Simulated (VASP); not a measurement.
# InSb3 (R-3m) in VASP: single point with PBEsol

Aim: the single point of InSb3 with PBEsol.

Program: VASP 6.6.1. These are calculated values, not measurements. Logs are shortened: lines on timing, memory, paths and dates and some standing lists are left out, and cuts for length are marked.

## Step 1: The cell of the first run

It takes space group R-3m (No. 166, trigonal). The conventional cell has a = 8.573 Å, b = 8.573 Å, c = 10.796 Å, α = 90.00°, β = 90.00°, γ = 120.00°. In (site symmetry 3m) has 6 Sb at 3.00 to 3.14 Å within 4.0 Å. Within 3.8 Å of Sb (site symmetry m) lie 4 Sb at 2.88 to 3.24 Å and 2 In at 3.00 to 3.14 Å.

## Step 2: Single point, PBEsol

Contents of INCAR:

```
ALGO = Normal ; EDIFF = 1E-7
ENCUT = 520 ; GGA = PS
ISIF = 2 ; ISMEAR = 0
LASPH = True ; LCHARG = False
LREAL = False ; LWAVE = False
NBANDS = 38 ; NELM = 60
PREC = Accurate ; SIGMA = 0.1
```

Contents of KPOINTS:

```
k-points
0
Gamma
  6 6 6
```

Contents of POSCAR:

```
InSb3
1.0
    4.2865455311      2.4748382162      3.5986925186
   -4.2865455311      2.4748382162      3.5986925186
    0.0000000000     -4.9496764325      3.5986925186
In Sb
2 6
Direct
    0.2656122801      0.2656122801      0.2656122801
    0.7343877199      0.7343877199      0.7343877199
    0.7642703021      0.2441558727      0.7642703021
    0.7642703021      0.7642703021      0.2441558727
    0.2441558727      0.7642703021      0.7642703021
    0.2357296979      0.7558441273      0.2357296979
    0.7558441273      0.2357296979      0.2357296979
    0.2357296979      0.2357296979      0.7558441273
```

Potentials or basis: VASP PAW PBE potentials, release 64 (In_d, Sb).

The run is started by

```
> cat potpaw_PBE.64/In_d/POTCAR potpaw_PBE.64/Sb/POTCAR > POTCAR
> mpirun -np 1 vasp_std > vasp.out
```

OUTCAR:

```text
EDIFF = 1E-7
   ENCUT = 520
   GGA = PS
   ISIF = 2
   ISMEAR = 0
   LASPH = True
   LREAL = False
   NELM = 60
   PREC = Accurate

 ion  position               nearest neighbor table
   1  0.266  0.266  0.266-   8 3.00   7 3.00   6 3.00   8 3.14   6 3.14   7 3.14
   2  0.734  0.734  0.734-   4 3.00   3 3.00   5 3.00   4 3.14   5 3.14   3 3.14
   3  0.764  0.244  0.764-   7 2.88   8 2.88   2 3.00   2 3.14   7 3.24   8 3.24
   4  0.764  0.764  0.244-   6 2.88   7 2.88   2 3.00   2 3.14   7 3.24   6 3.24
   5  0.244  0.764  0.764-   6 2.88   8 2.88   2 3.00   2 3.14   6 3.24   8 3.24
   6  0.236  0.756  0.236-   5 2.88   4 2.88   1 3.00   1 3.14   5 3.24   4 3.24
   7  0.756  0.236  0.236-   3 2.88   4 2.88   1 3.00   1 3.14   3 3.24   4 3.24
   8  0.236  0.236  0.756-   3 2.88   5 2.88   1 3.00   1 3.14   3 3.24   5 3.24

  LATTYP: Found a trigonal (rhomboedric) cell.
 ALAT       =     6.1196310861
 COS(alpha) =     0.0187167319

  Lattice vectors:

 A1 = (   4.2865455311,   2.4748382162,   3.5986925186)
 A2 = (  -4.2865455311,   2.4748382162,   3.5986925186)
 A3 = (   0.0000000000,  -4.9496764325,   3.5986925186)

Analysis of symmetry for initial positions (statically):
=====================================================================
 Subroutine PRICEL returns:
 Original cell was already a primitive cell.

 Routine SETGRP: Setting up the symmetry group for a
 trigonal (rhombohedral) supercell.

 Subroutine GETGRP returns: Found 12 space group operations
 (whereof 12 operations were pure point group operations)
 out of a pool of 12 trial point group operations.

The static configuration has the point symmetry D_3d.

Analysis of symmetry for dynamics (positions and initial velocities):
=====================================================================
 Subroutine PRICEL returns:
 Original cell was already a primitive cell.

 Routine SETGRP: Setting up the symmetry group for a
 trigonal (rhombohedral) supercell.

 Subroutine GETGRP returns: Found 12 space group operations
 (whereof 12 operations were pure point group operations)
 out of a pool of 12 trial point group operations.

The dynamic configuration has the point symmetry D_3d.

 Subroutine INISYM returns: Found 12 space group operations
 (whereof 12 operations are pure point group operations),
 and found     1 'primitive' translations

----------------------------------------------------------------------------------------

                                     Primitive cell

  volume of cell :     229.0605

  direct lattice vectors                    reciprocal lattice vectors
     4.286545531  2.474838216  3.598692519     0.116644043  0.067344469  0.092626233
    -4.286545531  2.474838216  3.598692519    -0.116644043  0.067344469  0.092626233
     0.000000000 -4.949676432  3.598692519     0.000000000 -0.134688939  0.092626233

  length of vectors
     6.119631086  6.119631086  6.119631086     0.163464765  0.163464765  0.163464765

  position of ions in fractional coordinates (direct lattice)
     0.265612280  0.265612280  0.265612280
     0.734387720  0.734387720  0.734387720
     0.764270302  0.244155873  0.764270302
     0.764270302  0.764270302  0.244155873
     0.244155873  0.764270302  0.764270302
     0.235729698  0.755844127  0.235729698
     0.755844127  0.235729698  0.235729698
     0.235729698  0.235729698  0.755844127

  ion indices of the primitive-cell ions
   primitive index   ion index
                 1           1
                 2           2
                 3           3
                 4           4
                 5           5
                 6           6
                 7           7
                 8           8

----------------------------------------------------------------------------------------

 KPOINTS: k-points

Automatic generation of k-mesh.
 Grid dimensions read from file:
 generate k-points for:    6    6    6

 Generating k-lattice:

  Cartesian coordinates                     Fractional coordinates (reciprocal lattice)
     0.019440674  0.011224078  0.015437706     0.166666667  0.000000000  0.000000000
    -0.019440674  0.011224078  0.015437706     0.000000000  0.166666667  0.000000000
     0.000000000 -0.022448156  0.015437706     0.000000000  0.000000000  0.166666667

  Length of vectors
     0.027244127  0.027244127  0.027244127

  Shift w.r.t. Gamma in fractional coordinates (k-lattice)
     0.000000000  0.000000000  0.000000000

 Subroutine IBZKPT returns following result:
 ===========================================

 Found     32 irreducible k-points:

 Following reciprocal coordinates:
            Coordinates               Weight
  0.000000  0.000000  0.000000      1.000000
  0.166667  0.000000  0.000000      6.000000
  0.333333  0.000000  0.000000      6.000000
  0.500000  0.000000  0.000000      3.000000
  0.166667  0.166667 -0.000000      6.000000
  0.333333  0.166667 -0.000000     12.000000
[... 16 lines left out ...]
  0.500000  0.500000  0.166667      6.000000
 -0.333333  0.500000  0.166667     12.000000
 [... further k-points ...]
   k-points           NKPTS =     32   k-points in BZ     NKDIM =     32   number of bands    NBANDS=     38
   number of dos      NEDOS =    301   number of ions     NIONS =      8
   total plane-waves  NPLWV = 110592
   dimension x,y,z NGX =    48 NGY =   48 NGZ =   48
   dimension x,y,z NGXF=    96 NGYF=   96 NGZF=   96
   ions per type =               2   6
   NGX,Y,Z   is equivalent  to a cutoff of  13.04, 13.04, 13.04 a.u.
   NGXF,Y,Z  is equivalent  to a cutoff of  26.08, 26.08, 26.08 a.u.
 SYSTEM =  unknown system
   PREC   = accura    normal or accurate (medium, high low for compatibility)
   ISTART =      0    job   : 0-new  1-cont  2-samecut
   ICHARG =      2    charge: 1-file 2-atom 10-const
   ISPIN  =      1    spin polarized calculation?
   LNONCOLLINEAR =      F non collinear calculations
   LSORBIT =      F    spin-orbit coupling
   LASPH  =      T    aspherical Exc in radial PAW
   ENCUT  =  520.0 eV  38.22 Ry    6.18 a.u.  11.38 11.38 11.38*2*pi/ulx,y,z
   NELM   =     60;   NELMIN=  2; NELMDL= -5     # of ELM steps
   EDIFF  = 0.1E-06   stopping-criterion for ELM
   LREAL  =      F    real-space projection
   EDIFFG = 0.1E-05   stopping-criterion for IOM
   NSW    =      0    number of steps for IOM
   IBRION =     -1    ionic relax: 0-MD 1-quasi-New 2-CG
   NFREE  =      0    steps in history (QN), initial steepest desc. (CG)
   ISIF   =      2    stress and relaxation
   ISYM   =      2    0-nonsym 1-usesym 2-fastsym
   POTIM  = 0.5000    time-step for ionic-motion
   TEBEG  =    0.0;   TEEND  =   0.0 temperature during run
   PSTRESS=    0.0 pullay stress
   NELECT =      56.0000    total number of electrons
   NUPDOWN=      -1.0000    fix difference up-down
   EMIN   =  10.00;   EMAX   =-10.00  energy-range for DOS
   EFERMI =   0.00;   METHOD = LEGACY
   ISMEAR =     0;   SIGMA  =   0.10  broadening in eV -4-tet -1-fermi 0-gaus
   EFERMI_NEDOS =   21; number of points for ismear=-14 and -15
   IALGO  =     38    algorithm
   IMIX   =      4    mixing-type and parameters
     AMIX     =   0.40;   BMIX     =  1.00
     AMIX_MAG =   1.60;   BMIX_MAG =  1.00
  volume/ion in A,a.u.               =      28.63       193.22
  Fermi-wavevector in a.u.,A,eV,Ry     =   1.023656  1.934430 14.257162  1.047872
  Thomas-Fermi vector in A             =   2.157401
   LORBIT       =      0    0 simple, 1 ext, 2 COOP (PROOUT), +10 PAW based schemes
   GGA     = PS    functional components
   LHFCALC =     F    Hartree Fock is set to
   AEXX    =    0.0000 exact exchange contribution
   IVDW    =     0    specifies the selected vdW correction
   LEPSILON=     F    determine dielectric tensor
   LRPA    =     F    only Hartree local field effects (RPA)
 non-spin polarized calculation
 Gauss-broadening in eV      SIGMA  =   0.10
  energy-cutoff  :      520.00
  volume of cell :      229.06
 maximum number of plane-waves:      6211
 NGX is ok and might be reduce to    48
   NGX = 23   NGY = 23   NGZ = 23

 number of electron      56.0000014 magnetization

 Free energy of the ion-electron system (eV)
  ---------------------------------------------------
  ext. energy  EPLUGINS =         0.00000000
  ---------------------------------------------------
  free energy    TOTEN  =       -33.26598181 eV

  energy without entropy =      -33.25090226  energy(sigma->0) =      -33.25844203

 E-fermi :   6.9761     XC(G=0):  -9.9053

 val. band max:        6.9552269981   @ k =   0.5000   0.5000   0.1667
 cond. band min:       6.9799428589   @ k =   0.5000   0.3333   0.0000
 fundamental gap:      0.0247158607
 Fermi energy:         6.9761378812

 k-point     1 :       0.0000    0.0000    0.0000
  band No.  band energies     occupation
      1      -7.4740      2.00000
      2      -7.4740      2.00000
      3      -7.4453      2.00000
      4      -7.4453      2.00000
      5      -7.3792      2.00000
      6      -7.3736      2.00000
[... 30 lines left out ...]
     37      12.5440      0.00000
     38      12.6478      0.00000

 k-point     2 :       0.1667    0.0000    0.0000
  band No.  band energies     occupation
      1      -7.4718      2.00000
      2      -7.4692      2.00000
      3      -7.4469      2.00000
      4      -7.4438      2.00000
      5      -7.3792      2.00000
      6      -7.3743      2.00000
[... 30 lines left out ...]
     37      11.7396      0.00000
     38      12.1729      0.00000

 k-point     3 :       0.3333    0.0000    0.0000
  band No.  band energies     occupation
      1      -7.4661      2.00000
      2      -7.4583      2.00000
      3      -7.4517      2.00000
      4      -7.4423      2.00000
      5      -7.3792      2.00000
      6      -7.3759      2.00000
[... 30 lines left out ...]
     37      11.8452      0.00000
[... 781 lines left out ...]
 k-point    23 :       0.5000    0.5000    0.1667
  band No.  band energies     occupation
      1      -7.4505      2.00000
      2      -7.4490      2.00000
      3      -7.4386      2.00000
      4      -7.4383      2.00000
      5      -7.3826      2.00000
      6      -7.3776      2.00000
[... 30 lines left out ...]
     37      10.1252      0.00000
     38      10.2724      0.00000

 k-point    24 :      -0.3333    0.5000    0.1667
  band No.  band energies     occupation
      1      -7.4514      2.00000
      2      -7.4500      2.00000
      3      -7.4421      2.00000
      4      -7.4401      2.00000
      5      -7.3809      2.00000
      6      -7.3783      2.00000
[... 30 lines left out ...]
     37      11.0248      0.00000
     38      11.2069      0.00000

 [... further k-points ...]
[... 5 lines left out ...]
  --------------------------------------------------------------------------------------
  -------------------------------------------------------------------------------------
  Total        0.1797178      0.1797178      0.1698610      0.0000000     -0.0000000      0.0000000
  in kB        1.2570466      1.2570466      1.1881025      0.0000000     -0.0000000      0.0000000
  external PRESSURE =       1.2340653 kB  Pullay stress =       0.0000000 kB

 VOLUME and BASIS-vectors are now :
 -----------------------------------------------------------------------------
  energy-cutoff  :      520.00
  volume of cell :      229.06
      direct lattice vectors                 reciprocal lattice vectors
     4.286545531  2.474838216  3.598692519     0.116644043  0.067344469  0.092626233
    -4.286545531  2.474838216  3.598692519    -0.116644043  0.067344469  0.092626233
     0.000000000 -4.949676432  3.598692519     0.000000000 -0.134688939  0.092626233

 POSITION                                       TOTAL-FORCE (eV/Angst)
 -----------------------------------------------------------------------------------
      0.00000     -0.00000      2.86757        -0.000000     -0.000000      0.000796
      0.00000     -0.00000      7.92851        -0.000000      0.000000     -0.000796
      2.22949     -1.28720      6.37939        -0.021471      0.012397     -0.035409
      0.00000      2.57440      6.37939        -0.000000     -0.024793     -0.035409
     -2.22949     -1.28720      6.37939         0.021471      0.012397     -0.035409
     -2.22949      1.28720      4.41669         0.021471     -0.012397      0.035409
      2.22949      1.28720      4.41669        -0.021471     -0.012397      0.035409
      0.00000     -2.57440      4.41669        -0.000000      0.024793      0.035409
 -----------------------------------------------------------------------------------
    total drift:                                0.000000      0.000000     -0.000000

  FREE ENERGIE OF THE ION-ELECTRON SYSTEM (eV)
  ---------------------------------------------------
  free  energy   TOTEN  =       -33.2659818064 eV

  energy  without entropy=      -33.2509022609  energy(sigma->0) =      -33.25844203
```

Wall time 2.6 min (1 thread of Intel Xeon Platinum 8488C (Sapphire Rapids), shared host); peak memory 0.45 GiB.

Results:

```
Free energy            : -33.2660 eV
Pressure               : 0.1 GPa
Largest force          : 0.043 eV/Å
Band gap on the k mesh : zero (bands 28 and 29 overlap by 1.06 eV)
```

Forces in eV/Å, atoms in the order of the input:
```
In   0.000  0.000  0.001
In   0.000  0.000 -0.001
Sb  -0.021  0.012 -0.035
Sb   0.000 -0.025 -0.035
Sb   0.021  0.012 -0.035
Sb   0.021 -0.012  0.035
Sb  -0.021 -0.012  0.035
Sb   0.000  0.025  0.035
```

Levels at points of the mesh, in eV from the Fermi level:
| k point | band 25 | band 26 | band 27 | band 28 | band 29 | band 30 | band 31 | band 32 |
| --- | --- | --- | --- | --- | --- | --- | --- | --- |
| (0.00, 0.00, 0.00) | -2.17 | -2.17 | -1.58 | -0.81 | -0.56 | -0.56 | 2.44 | 2.57 |
| (0.50, 0.00, 0.00) | -1.91 | -1.63 | -1.35 | -0.75 | 0.02 | 1.10 | 2.29 | 2.44 |
| (0.50, 0.50, 0.00) | -0.60 | -0.44 | -0.35 | -0.10 | 0.29 | 0.33 | 1.32 | 1.39 |
| (0.50, 0.50, 0.50) | 0.22 | 0.22 | 0.24 | 0.24 | 0.42 | 0.56 | 0.56 | 0.77 |

Caveat: the PAW data sets were made with another functional, which shifts forces and pressure a little; spin-orbit coupling is left out, which moves the levels of the heavy elements.

The gap in the log of VASP goes by the Fermi energy; the results here count the filled bands.